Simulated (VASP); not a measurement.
# NaCl (Pm-3m) in VASP: notebook

The runs below take NaCl through single point, with PBEsol.

All numbers are computed with VASP 6.6.1; they aren't measurements. Logs are shortened: lines on timing, memory, paths and dates and some standing lists are left out, and cuts for length are marked.

**1. The cell of the first run**

The structure is cubic, space group Pm-3m (No. 221). Conventional cell: a = 2.888 Å, b = 2.888 Å, c = 2.888 Å, α = 90.00°, β = 90.00°, γ = 90.00°. Na (site symmetry m-3m) has 8 Cl at 2.50 Å and 6 Na at 2.89 Å within 3.3 Å. Within 3.3 Å of Cl (site symmetry m-3m) lie 8 Na at 2.50 Å and 6 Cl at 2.89 Å.

**2. Single point, PBEsol (volume scaled by 1.03)**

Contents of INCAR:

```
SYSTEM = NaCl
PREC     = Accurate       ! precision mode
ENCUT    = 520            ! plane-wave cutoff, eV
EDIFF    = 1E-6           ! SCF threshold, eV
ISMEAR   = -1             ! smearing method
SIGMA    = 0.02           ! smearing width, eV
LREAL    = .FALSE.        ! projectors in reciprocal space
LASPH    = .TRUE.         ! aspherical terms in the spheres
NELM     = 100            ! most SCF steps
ALGO     = Normal         ! electronic algorithm
ISIF     = 2              ! what is computed and relaxed
LWAVE    = .FALSE.        ! write WAVECAR
LCHARG   = .TRUE.         ! write CHGCAR
GGA      = PS             ! functional
LELF     = .TRUE.         ! ELF
LVHAR    = .TRUE.       
NBANDS   = 14             ! bands
```

Contents of KPOINTS:

```
regular mesh
0
G
  8 8 8
  0 0 0
```

Contents of POSCAR:

```
NaCl
1.0
    2.8883186734      0.0000000000      0.0000000000
    0.0000000000      2.8883186734      0.0000000000
    0.0000000000      0.0000000000      2.8883186734
Na Cl
1 1
Direct
    0.0000000000      0.0000000000      0.0000000000
    0.5000000000      0.5000000000      0.5000000000
```

Potentials or basis: VASP PAW PBE potentials, release 64 (Na_pv, Cl).

On the command line:

```sh
$ cat potpaw_PBE.64/Na_pv/POTCAR potpaw_PBE.64/Cl/POTCAR > POTCAR
$ mpirun -np 1 vasp_std > vasp.out
```

OUTCAR:

```text
SYSTEM = NaCl
   PREC = Accurate
   ENCUT = 520
   EDIFF = 1E-6
   ISMEAR = -1
   LREAL = .FALSE.
   LASPH = .TRUE.
   NELM = 100
   ISIF = 2
   GGA = PS

 ion  position               nearest neighbor table
   1  0.000  0.000  0.000-   2 2.50   2 2.50   2 2.50   2 2.50   2 2.50   2 2.50   2 2.50   2 2.50

   2  0.500  0.500  0.500-   1 2.50   1 2.50   1 2.50   1 2.50   1 2.50   1 2.50   1 2.50   1 2.50

  LATTYP: Found a simple cubic cell.
 ALAT       =     2.8883186734

  Lattice vectors:

 A1 = (   2.8883186734,   0.0000000000,   0.0000000000)
 A2 = (   0.0000000000,   2.8883186734,   0.0000000000)
 A3 = (   0.0000000000,   0.0000000000,   2.8883186734)

Analysis of symmetry for initial positions (statically):
=====================================================================
 Subroutine PRICEL returns:
 Original cell was already a primitive cell.

 Routine SETGRP: Setting up the symmetry group for a
 simple cubic supercell.

 Subroutine GETGRP returns: Found 48 space group operations
 (whereof 48 operations were pure point group operations)
 out of a pool of 48 trial point group operations.

The static configuration has the point symmetry O_h .

Analysis of symmetry for dynamics (positions and initial velocities):
=====================================================================
 Subroutine PRICEL returns:
 Original cell was already a primitive cell.

 Routine SETGRP: Setting up the symmetry group for a
 simple cubic supercell.

 Subroutine GETGRP returns: Found 48 space group operations
 (whereof 48 operations were pure point group operations)
 out of a pool of 48 trial point group operations.

The dynamic configuration has the point symmetry O_h .

 Subroutine INISYM returns: Found 48 space group operations
 (whereof 48 operations are pure point group operations),
 and found     1 'primitive' translations

----------------------------------------------------------------------------------------

                                     Primitive cell

  volume of cell :      24.0955

  direct lattice vectors                    reciprocal lattice vectors
     2.888318673  0.000000000  0.000000000     0.346222184  0.000000000  0.000000000
     0.000000000  2.888318673  0.000000000     0.000000000  0.346222184  0.000000000
[... 92 lines left out ...]
   ISYM   =      2    0-nonsym 1-usesym 2-fastsym
   POTIM  = 0.5000    time-step for ionic-motion
   TEBEG  =    0.0;   TEEND  =   0.0 temperature during run
   PSTRESS=    0.0 pullay stress
   NELECT =      14.0000    total number of electrons
   NUPDOWN=      -1.0000    fix difference up-down
   EMIN   =  10.00;   EMAX   =-10.00  energy-range for DOS
   EFERMI =   0.00;   METHOD = LEGACY
   ISMEAR =    -1;   SIGMA  =   0.02  broadening in eV -4-tet -1-fermi 0-gaus
   EFERMI_NEDOS =   21; number of points for ismear=-14 and -15
   IALGO  =     38    algorithm
   IMIX   =      4    mixing-type and parameters
     AMIX     =   0.40;   BMIX     =  1.00
     AMIX_MAG =   1.60;   BMIX_MAG =  1.00
  volume/ion in A,a.u.               =      12.05        81.30
  Fermi-wavevector in a.u.,A,eV,Ry     =   1.366068  2.581495 25.390410  1.866142
  Thomas-Fermi vector in A             =   2.492241
   LORBIT       =      0    0 simple, 1 ext, 2 COOP (PROOUT), +10 PAW based schemes
   GGA     = PS    functional components
   LHFCALC =     F    Hartree Fock is set to
   AEXX    =    0.0000 exact exchange contribution
   IVDW    =     0    specifies the selected vdW correction
   LEPSILON=     F    determine dielectric tensor
   LRPA    =     F    only Hartree local field effects (RPA)
 non-spin polarized calculation
  energy-cutoff  :      520.00
  volume of cell :       24.10
 maximum number of plane-waves:       672
 NGX is ok and might be reduce to    24
   NGX = 11   NGY = 11   NGZ = 11

 number of electron      14.0000005 magnetization

 Free energy of the ion-electron system (eV)
  ---------------------------------------------------
  ext. energy  EPLUGINS =         0.00000000
  ---------------------------------------------------
  free energy    TOTEN  =        -5.02795095 eV

  energy without entropy =       -5.02795095  energy(sigma->0) =       -5.02795095

 E-fermi :   6.8227     XC(G=0): -11.4038

 val. band max:        6.3309832490   @ k =   0.5000   0.5000   0.0000
 cond. band min:      10.6501389516   @ k =   0.5000   0.5000   0.0000
 fundamental gap:      4.3191557027
 Fermi energy:         6.8227051975

 k-point     1 :       0.0000    0.0000    0.0000
  band No.  band energies     occupation
      1     -16.1414      2.00000
      2     -16.1414      2.00000
      3     -16.1414      2.00000
      4     -10.4149      2.00000
      5       5.1046      2.00000
      6       5.1046      2.00000
      7       5.1046      2.00000
      8      12.9909      0.00000
      9      12.9909      0.00000
     10      13.2746      0.00000
     11      24.0888      0.00000
     12      24.0888      0.00000
     13      24.0888      0.00000
     14      28.2423      0.00000
[... 377 lines left out ...]
      1     -16.3956      2.00000
      2     -16.3351      2.00000
      3     -16.1202      2.00000
      4      -8.1018      2.00000
      5       0.9422      2.00000
      6       1.7176      2.00000
      7       5.3263      2.00000
      8      11.5830      0.00000
      9      16.8660      0.00000
     10      17.3217      0.00000
     11      18.2936      0.00000
     12      23.2288      0.00000
     13      23.6752      0.00000
     14      27.7620      0.00000

 [... further k-points ...]

------------------------ aborting loop because EDIFF is reached ----------------------------------------

  FORCE on cell =-STRESS in cart. coord.  units (eV):
  Direction    XX          YY          ZZ          XY          YZ          ZX
  --------------------------------------------------------------------------------------
  -------------------------------------------------------------------------------------
  Total        7.9931884      7.9931884      7.9931884     -0.0000000      0.0000000     -0.0000000
  in kB      531.4902569    531.4902569    531.4902569     -0.0000000      0.0000000     -0.0000000
  external PRESSURE =     531.4902569 kB  Pullay stress =       0.0000000 kB

 VOLUME and BASIS-vectors are now :
 -----------------------------------------------------------------------------
  energy-cutoff  :      520.00
  volume of cell :       24.10
      direct lattice vectors                 reciprocal lattice vectors
     2.888318673  0.000000000  0.000000000     0.346222184  0.000000000  0.000000000
     0.000000000  2.888318673  0.000000000     0.000000000  0.346222184  0.000000000
     0.000000000  0.000000000  2.888318673     0.000000000  0.000000000  0.346222184

 POSITION                                       TOTAL-FORCE (eV/Angst)
 -----------------------------------------------------------------------------------
      0.00000      0.00000      0.00000         0.000000      0.000000      0.000000
      1.44416      1.44416      1.44416         0.000000      0.000000      0.000000
 -----------------------------------------------------------------------------------
    total drift:                                0.000000     -0.000000     -0.000000

  FREE ENERGIE OF THE ION-ELECTRON SYSTEM (eV)
  ---------------------------------------------------
  free  energy   TOTEN  =        -5.0279509532 eV

  energy  without entropy=       -5.0279509532  energy(sigma->0) =       -5.02795095
```

Run time: 9.2 s. Hardware: 1 thread of AMD EPYC 7R13 (Zen 3), shared host; peak memory 0.11 GiB.

Results:

```yaml
Free_energy: -5.0280 eV
Pressure: 53.1 GPa
Band_gap_on_the_k_mesh: 4.32 eV, direct
```

Caveat: the PAW data sets were made with another functional, which shifts forces and pressure a little. A k mesh can miss the band edges.

**3. Single point, PBEsol (volume scaled by 1.01)**

Contents of INCAR:

```
SYSTEM = NaCl
  PREC = Accurate
  ENCUT = 520
  EDIFF = 1E-6
  ISMEAR = -1
  SIGMA = 0.02
  LREAL = .False.
  LASPH = .True.
  NELM = 80
  ALGO = Normal
  ISIF = 2
  LWAVE = .False.
  LCHARG = .False.
  GGA = PS
  NBANDS = 14
```

Contents of KPOINTS:

```
regular mesh
0
Gamma
  8 8 8
  0 0 0
```

Contents of POSCAR:

```
NaCl
1.0
    2.8695017309      0.0000000000      0.0000000000
    0.0000000000      2.8695017309      0.0000000000
    0.0000000000      0.0000000000      2.8695017309
Na Cl
1 1
Direct
    0.0000000000      0.0000000000      0.0000000000
    0.5000000000      0.5000000000      0.5000000000
```

Potentials or basis: VASP PAW PBE potentials, release 64 (Na_pv, Cl).

On the command line:

```sh
$ cat potpaw_PBE.64/Na_pv/POTCAR potpaw_PBE.64/Cl/POTCAR > POTCAR
$ mpirun -np 1 vasp_std > vasp.out
```

Wall time 9.7 s (1 thread of AMD EPYC 7R13 (Zen 3), shared host); peak memory 0.1 GiB.

It converged, with:

```
Free energy            : -4.8660 eV
Pressure               : 57.7 GPa
Band gap on the k mesh : 4.24 eV, direct
```

Levels at points of the mesh, in eV from the valence-band top:
| k point | band 5 | band 6 | band 7 | band 8 | band 9 | band 10 |
| --- | --- | --- | --- | --- | --- | --- |
| (0.00, 0.00, 0.00) | -1.26 | -1.26 | -1.26 | 6.55 | 6.55 | 7.11 |
| (0.50, 0.00, 0.00) | -6.91 | -0.78 | -0.78 | 9.03 | 9.20 | 12.66 |
| (0.50, 0.50, 0.00) | -5.35 | -5.35 | 0.00 | 4.24 | 10.60 | 12.73 |
| (0.50, 0.50, 0.50) | -4.77 | -4.77 | -4.77 | 6.16 | 6.16 | 6.16 |

Caveat: the PAW data sets were made with another functional, which shifts forces and pressure a little.
